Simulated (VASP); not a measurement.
# Ca (Fm-3m) in VASP: a series of runs

Runs on Ca. Level: PBEsol. Tasks: relaxation of cell and atoms.

Everything below comes from runs of VASP 6.6.1. Logs are shortened: lines on timing, memory, paths and dates and some standing lists are left out, and cuts for length are marked.

## 1. The cell of the first run

The structure is cubic, space group Fm-3m (No. 225). The conventional cell has a = 5.455 Å, b = 5.455 Å, c = 5.455 Å, α = 90.00°, β = 90.00°, γ = 90.00°. Within 5.1 Å of Ca (site symmetry m-3m) lie 12 Ca at 3.86 Å.

## 2. Relaxation of cell and atoms, PBEsol

INCAR

```
SYSTEM = Ca
  PREC = Accurate
  ENCUT = 500
  EDIFF = 1E-7
  ISMEAR = -1
  SIGMA = 0.15
  LREAL = .FALSE.
  LASPH = .TRUE.
  NELM = 120
  ALGO = Normal
  ISIF = 3
  LWAVE = .FALSE.
  LCHARG = .FALSE.
  GGA = PS
  IBRION = 2
  NSW = 80
  EDIFFG = -0.001
  GGA_COMPAT = .FALSE.
  NELMIN = 4
```

KPOINTS

```
Automatic mesh
0
G
  14 14 14
  0 0 0
```

POSCAR

```
Ca
1.0
    0.0000000000      2.7274246342      2.7274246342
    2.7274246342      0.0000000000      2.7274246342
    2.7274246342      2.7274246342      0.0000000000
Ca
1
Direct
    0.0000000000      0.0000000000      0.0000000000
```

Potentials or basis: VASP PAW PBE potentials, release 64 (Ca_sv).

Run with:

```console
$ cat potpaw_PBE.64/Ca_sv/POTCAR > POTCAR
$ mpirun -np 1 vasp_std > vasp.out
```

OUTCAR:

```text
SYSTEM = Ca
   PREC = Accurate
   ENCUT = 500
   EDIFF = 1E-7
   ISMEAR = -1
   LREAL = .FALSE.
   LASPH = .TRUE.
   NELM = 120
   ISIF = 3
   GGA = PS
   IBRION = 2
   NSW = 80
   EDIFFG = -0.001
   NELMIN = 4

 ion  position               nearest neighbor table
   1  0.000  0.000  0.000-

  LATTYP: Found a face centered cubic cell.
 ALAT       =     5.4548492684

  Lattice vectors:

 A1 = (   0.0000000000,   2.7274246342,   2.7274246342)
 A2 = (   2.7274246342,   0.0000000000,   2.7274246342)
 A3 = (   2.7274246342,   2.7274246342,   0.0000000000)

Analysis of symmetry for initial positions (statically):
=====================================================================
 Subroutine PRICEL returns:
 Original cell was already a primitive cell.

 Routine SETGRP: Setting up the symmetry group for a
 face centered cubic supercell.

 Subroutine GETGRP returns: Found 48 space group operations
 (whereof 48 operations were pure point group operations)
 out of a pool of 48 trial point group operations.

The static configuration has the point symmetry O_h .

Analysis of symmetry for dynamics (positions and initial velocities):
=====================================================================
 Subroutine PRICEL returns:
 Original cell was already a primitive cell.

 Routine SETGRP: Setting up the symmetry group for a
 face centered cubic supercell.

 Subroutine GETGRP returns: Found 48 space group operations
 (whereof 48 operations were pure point group operations)
 out of a pool of 48 trial point group operations.

The dynamic configuration has the point symmetry O_h .

 Subroutine INISYM returns: Found 48 space group operations
 (whereof 48 operations are pure point group operations),
 and found     1 'primitive' translations

----------------------------------------------------------------------------------------

                                     Primitive cell

  volume of cell :      40.5778

  direct lattice vectors                    reciprocal lattice vectors
     0.000000000  2.727424634  2.727424634    -0.183323122  0.183323122  0.183323122
     2.727424634  0.000000000  2.727424634     0.183323122 -0.183323122  0.183323122
     2.727424634  2.727424634  0.000000000     0.183323122  0.183323122 -0.183323122

  length of vectors
     3.857160908  3.857160908  3.857160908     0.317524962  0.317524962  0.317524962

  position of ions in fractional coordinates (direct lattice)
     0.000000000  0.000000000  0.000000000

  ion indices of the primitive-cell ions
   primitive index   ion index
                 1           1

----------------------------------------------------------------------------------------

 KPOINTS: Automatic mesh

Automatic generation of k-mesh.
 Grid dimensions read from file:
 generate k-points for:   14   14   14

 Generating k-lattice:

  Cartesian coordinates                     Fractional coordinates (reciprocal lattice)
    -0.013094509  0.013094509  0.013094509     0.071428571  0.000000000  0.000000000
     0.013094509 -0.013094509  0.013094509     0.000000000  0.071428571  0.000000000
     0.013094509  0.013094509 -0.013094509     0.000000000  0.000000000  0.071428571

  Length of vectors
     0.022680354  0.022680354  0.022680354

  Shift w.r.t. Gamma in fractional coordinates (k-lattice)
     0.000000000  0.000000000  0.000000000

 Subroutine IBZKPT returns following result:
 ===========================================

 Found    104 irreducible k-points:

 Following reciprocal coordinates:
            Coordinates               Weight
  0.000000  0.000000  0.000000      1.000000
  0.071429  0.000000  0.000000      8.000000
  0.142857  0.000000  0.000000      8.000000
  0.214286  0.000000  0.000000      8.000000
  0.285714  0.000000  0.000000      8.000000
  0.357143  0.000000  0.000000      8.000000
[... 16 lines left out ...]
  0.214286  0.142857  0.000000     24.000000
  0.285714  0.142857  0.000000     24.000000
 [... further k-points ...]
   k-points           NKPTS =    104   k-points in BZ     NKDIM =    104   number of bands    NBANDS=      9
   number of dos      NEDOS =    301   number of ions     NIONS =      1
   total plane-waves  NPLWV =  21952
   dimension x,y,z NGX =    28 NGY =   28 NGZ =   28
   dimension x,y,z NGXF=    56 NGYF=   56 NGZF=   56
   ions per type =               1
   NGX,Y,Z   is equivalent  to a cutoff of  12.07, 12.07, 12.07 a.u.
   NGXF,Y,Z  is equivalent  to a cutoff of  24.14, 24.14, 24.14 a.u.
 SYSTEM =  Ca
   PREC   = accura    normal or accurate (medium, high low for compatibility)
   ISTART =      0    job   : 0-new  1-cont  2-samecut
   ICHARG =      2    charge: 1-file 2-atom 10-const
   ISPIN  =      1    spin polarized calculation?
   LNONCOLLINEAR =      F non collinear calculations
   LSORBIT =      F    spin-orbit coupling
   LASPH  =      T    aspherical Exc in radial PAW
   ENCUT  =  500.0 eV  36.75 Ry    6.06 a.u.   7.03  7.03  7.03*2*pi/ulx,y,z
   NELM   =    120;   NELMIN=  4; NELMDL= -5     # of ELM steps
   EDIFF  = 0.1E-06   stopping-criterion for ELM
   LREAL  =      F    real-space projection
   EDIFFG = -.1E-02   stopping-criterion for IOM
   NSW    =     80    number of steps for IOM
   IBRION =      2    ionic relax: 0-MD 1-quasi-New 2-CG
   NFREE  =      1    steps in history (QN), initial steepest desc. (CG)
   ISIF   =      3    stress and relaxation
   ISYM   =      2    0-nonsym 1-usesym 2-fastsym
   POTIM  = 0.5000    time-step for ionic-motion
   TEBEG  =    0.0;   TEEND  =   0.0 temperature during run
   PSTRESS=    0.0 pullay stress
   NELECT =      10.0000    total number of electrons
   NUPDOWN=      -1.0000    fix difference up-down
   EMIN   =  10.00;   EMAX   =-10.00  energy-range for DOS
   EFERMI =   0.00;   METHOD = LEGACY
   ISMEAR =    -1;   SIGMA  =   0.15  broadening in eV -4-tet -1-fermi 0-gaus
   EFERMI_NEDOS =   21; number of points for ismear=-14 and -15
   IALGO  =     38    algorithm
   IMIX   =      4    mixing-type and parameters
     AMIX     =   0.40;   BMIX     =  1.00
     AMIX_MAG =   1.60;   BMIX_MAG =  1.00
  volume/ion in A,a.u.               =      40.58       273.83
  Fermi-wavevector in a.u.,A,eV,Ry     =   1.026389  1.939594 14.333395  1.053475
  Thomas-Fermi vector in A             =   2.160279
   LORBIT       =      0    0 simple, 1 ext, 2 COOP (PROOUT), +10 PAW based schemes
   GGA     = PS    functional components
   LHFCALC =     F    Hartree Fock is set to
   AEXX    =    0.0000 exact exchange contribution
   IVDW    =     0    specifies the selected vdW correction
   LEPSILON=     F    determine dielectric tensor
   LRPA    =     F    only Hartree local field effects (RPA)
 conjugate gradient relaxation of ions
 non-spin polarized calculation
  energy-cutoff  :      500.00
  volume of cell :       40.58
 maximum number of plane-waves:      1056
   NGX = 13   NGY = 13   NGZ = 13

--------------------------------------- Ionic step        1  -------------------------------------------

 number of electron      10.0000000 magnetization

 number of electron       9.9999997 magnetization

 Free energy of the ion-electron system (eV)
  ---------------------------------------------------
  ext. energy  EPLUGINS =         0.00000000
  ---------------------------------------------------
  free energy    TOTEN  =        -2.17941775 eV

  energy without entropy =       -2.09073626  energy(sigma->0) =       -2.13507700

------------------------ aborting loop because EDIFF is reached ----------------------------------------

  FORCE on cell =-STRESS in cart. coord.  units (eV):
  Direction    XX          YY          ZZ          XY          YZ          ZX
  --------------------------------------------------------------------------------------
  -------------------------------------------------------------------------------------
  Total        0.0134727      0.0134727      0.0134727      0.0000000     -0.0000000      0.0000000
  in kB        0.5319589      0.5319589      0.5319589      0.0000000     -0.0000000      0.0000000
  external PRESSURE =       0.5319589 kB  Pullay stress =       0.0000000 kB
[... 55 lines left out ...]
  energy  without entropy=       -2.0907041382  energy(sigma->0) =       -2.13506944

--------------------------------------- Ionic step        3  -------------------------------------------

 number of electron       9.9999997 magnetization

 Free energy of the ion-electron system (eV)
  ---------------------------------------------------
  ext. energy  EPLUGINS =         0.00000000
  ---------------------------------------------------
  free energy    TOTEN  =        -2.17943671 eV

  energy without entropy =       -2.09068263  energy(sigma->0) =       -2.13505967

 E-fermi :   2.0254     XC(G=0):  -7.9243

 val. band max:        2.0038970336   @ k =  -0.4286   0.1429   0.0000
 cond. band min:       2.0264758051   @ k =  -0.4286   0.2143   0.0714
 fundamental gap:      0.0225787714
 Fermi energy:         2.0254442504

 k-point     1 :       0.0000    0.0000    0.0000
  band No.  band energies     occupation
      1     -39.7019      2.00000
      2     -20.6901      2.00000
      3     -20.6901      2.00000
      4     -20.6901      2.00000
      5      -2.0633      2.00000
      6       4.4194      0.00000
      7       4.4194      0.00000
      8       4.4194      0.00000
      9       5.5491      0.00000
[... 265 lines left out ...]
 k-point    24 :       0.2857    0.1429    0.0000
  band No.  band energies     occupation
      1     -39.6921      2.00000
      2     -20.7706      2.00000
      3     -20.7123      2.00000
      4     -20.7106      2.00000
      5      -0.8132      2.00000
      6       3.4201      0.00018
      7       4.3881      0.00000
      8       4.7494      0.00000
      9       5.2046      0.00000

 [... further k-points ...]

------------------------ aborting loop because EDIFF is reached ----------------------------------------

  FORCE on cell =-STRESS in cart. coord.  units (eV):
  Direction    XX          YY          ZZ          XY          YZ          ZX
  --------------------------------------------------------------------------------------
  -------------------------------------------------------------------------------------
  Total        0.0000706      0.0000706      0.0000706     -0.0000000      0.0000000      0.0000000
  in kB        0.0027789      0.0027789      0.0027789     -0.0000000      0.0000000      0.0000000
  external PRESSURE =       0.0027789 kB  Pullay stress =       0.0000000 kB
[... 16 lines left out ...]
  FREE ENERGIE OF THE ION-ELECTRON SYSTEM (eV)
  ---------------------------------------------------
  free  energy   TOTEN  =        -2.1794367147 eV

  energy  without entropy=       -2.0906826285  energy(sigma->0) =       -2.13505967

 reached required accuracy - stopping structural energy minimisation
```

Run time: 93 s. Hardware: 1 thread of Oxide Virtual Turin-like, shared host; peak memory 0.15 GiB.

What came out:

```yaml
Free_energy: -2.1794 eV
Relaxed_volume: 40.69 Å³/atom
Relaxed_cell: a = 3.861 Å, b = 3.861 Å, c = 3.861 Å, α = 60.00°, β = 60.00°, γ = 60.00°
Space_group_after_relaxing_to_0.1_Å: Fm-3m (No. 225)
Energy_gained_by_relaxing: 0.0 meV/atom
Ionic_steps: 3
Pressure_after_relaxing: 0.0 GPa
Band_gap_on_the_k_mesh: zero (bands 5 and 6 overlap by 0.26 eV)
```

Final structure:
```cif
data_structure
_symmetry_space_group_name_H-M 'P 1'
_symmetry_Int_Tables_number 1
_cell_length_a 3.8609
_cell_length_b 3.8609
_cell_length_c 3.8609
_cell_angle_alpha 60.000
_cell_angle_beta 60.000
_cell_angle_gamma 60.000
_cell_volume 40.69
loop_
_atom_site_label
_atom_site_type_symbol
_atom_site_fract_x
_atom_site_fract_y
_atom_site_fract_z
_atom_site_occupancy
Ca1 Ca 0.00000 0.00000 0.00000 1
```

Caveat: the PAW data sets were made with another functional, which shifts forces and pressure a little.

(Continued in part 2 of 2.)

The gap in the log of VASP goes by the Fermi energy; the results here count the filled bands.